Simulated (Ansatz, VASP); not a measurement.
## One calculation of HfO2, two programs

INCAR

```
SYSTEM = HfO2
ALGO = Normal ; EDIFF = 1E-6
ENCUT = 520 ; GGA = PE
ISIF = 2 ; ISMEAR = 0
LASPH = .True. ; LCHARG = .False.
LREAL = .False. ; LWAVE = .False.
NBANDS = 18 ; NELM = 60
PREC = Accurate ; SIGMA = 0.05
```

Contents of KPOINTS:

```
k-points
0
Gamma
  8 8 8
  0 0 0
```

File POSCAR:

```
HfO2
1.0
    0.0000000000      2.5575000000      2.5575000000
    2.5575000000      0.0000000000      2.5575000000
    2.5575000000      2.5575000000      0.0000000000
Hf O
1 2
Direct
    0.0000000000      0.0000000000      0.0000000000
    0.1180351906      0.2939882698      0.2060117302
    0.7500000000      0.7500000000      0.7500000000
```

Input for Ansatz:

```yaml
crystal:
  lattice:
    - [0.0, 2.5575, 2.5575]
    - [2.5575, 0.0, 2.5575]
    - [2.5575, 2.5575, 0.0]
  atoms:
    - { symbol: Hf, position: [0.0, 0.0, 0.0] }
    - { symbol: O, position: [0.1180351906, 0.2939882698, 0.2060117302] }
    - { symbol: O, position: [0.75, 0.75, 0.75] }
basis:
  ecutwfc: 420
kpoints:
  mp_grid: { grid: [8, 8, 8] }
hamiltonian:
  xc: pbe
scf:
  occupations: { method: gaussian, width: 0.05 }
output:
  forces: true
  stress: true
  eigenvalues: true
  write_density: true
  write_potential: true
  elf: true
  volumetric_format: npy
```

Alike in both runs: task single point; functional PBE; k mesh 8 × 8 × 8; occupations gaussian, width 0.05 eV; no spin polarisation.

|  | VASP | Ansatz |
| --- | --- | --- |
| version | VASP 6.6.1 | Ansatz 0.2.0 |
| potentials or method | VASP PAW PBE potentials, release 64 (Hf_pv, O), cutoff 520 eV | scalar-relativistic, plane waves, PAW |
| valence electrons in the cell | 22 | 38 |

VASP gave:

```
gap on the k mesh at the Fermi level (eV)                     : 3.46
least direct gap on the mesh (eV)                             : 3.46
pressure (GPa)                                                : 14.5
traceless stress, the component that is largest in VASP (GPa) : 18.05
rms of the force components (eV/Å)                            : 2.986
```

Question: What did Ansatz give for the same quantities?

Answer: gap on the k mesh at the Fermi level (eV): 3.46; least direct gap on the mesh (eV): 3.46; pressure (GPa): 17.6; traceless stress, the component that is largest in VASP (GPa): 18.99; rms of the force components (eV/Å): 3.008.

Atom by atom the forces differ by 0.024 eV/Å (rms over components). With one functional, cell and mesh, what is left measures potentials, basis and numerics. VASP's potentials hold 22 valence electrons a cell and Ansatz's 38, so a difference there can come from the potentials and not from the codes.

Spin-orbit coupling is off throughout.
